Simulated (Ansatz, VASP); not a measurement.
Two plane-wave programs on KCl

```
CELL_PARAMETERS angstrom
0.00000 -3.12070 -3.12070
-3.12070 0.00000 -3.12070
3.12070 3.12070 -6.24141
ATOMIC_POSITIONS crystal
K 0.49708 0.51776 0.49512
K 0.03220 0.97248 0.99512
Cl 0.73385 0.75538 0.75538
Cl 0.23385 0.25538 0.25538
```

Change from the starting cell: mode 4 frozen in at -0.091 Å and mode 9 at -0.067 Å (largest displacements).

Alike in both runs: task single point; functional PBEsol; k mesh 6 × 6 × 6; occupations gaussian, width 0.05 eV; no spin polarisation.

|  | VASP | Ansatz |
| --- | --- | --- |
| version | VASP 6.6.1 | Ansatz 0.2.0 |
| potentials or method | VASP PAW PBE potentials, release 64 (K_sv, Cl), cutoff 520 eV | scalar-relativistic, plane waves, PAW |
| valence electrons in the cell | 32 | 32 |

|  | VASP | Ansatz | Ansatz less VASP |
| --- | --- | --- | --- |
| gap on the k mesh at the Fermi level (eV) | 5.11 | 5.11 | +0.004 |
| least direct gap on the mesh (eV) | 5.11 | 5.11 | +0.004 |
| pressure (GPa) | 0.3 | 0.2 | -0.05 |
| traceless stress, the component that is largest in VASP (GPa) | 0.32 | 0.31 | -0.007 |
| rms of the force components (eV/Å) | 0.124 | 0.122 | -0.0028 |

VASP's potentials were made for PBE, not for PBEsol. Atom by atom the forces differ by 0.003 eV/Å (rms over components). With one functional, cell and mesh, what is left measures potentials, basis and numerics.
